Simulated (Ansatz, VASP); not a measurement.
## KCl: VASP beside Ansatz

```
CELL_PARAMETERS angstrom
0.00000 3.14485 3.14485
3.14485 0.00000 3.14485
3.14485 3.14485 0.00000
ATOMIC_POSITIONS crystal
K 0.00000 0.00000 0.00000
Cl 0.50000 0.50000 0.50000
```

Alike in both runs: task single point; functional r2SCAN; k mesh 8 × 8 × 8; no spin polarisation.

```csv
,VASP,Ansatz
version,VASP 6.6.1,Ansatz 0.2.0
potentials or method,"VASP PAW PBE potentials, release 64 (K_sv, Cl)","plane waves, PAW"
plane-wave cutoff (eV),520,500
occupations,"gaussian, width 0.01 eV",fixed
valence electrons in the cell,16,16
```

|  | VASP | Ansatz | Ansatz less VASP |
| --- | --- | --- | --- |
| gap on the k mesh at the Fermi level (eV) | 5.84 | 5.83 | -0.004 |
| pressure (GPa) | 0.0 | 0.0 | +0.03 |

VASP's potentials were made for PBE, not for r2SCAN.
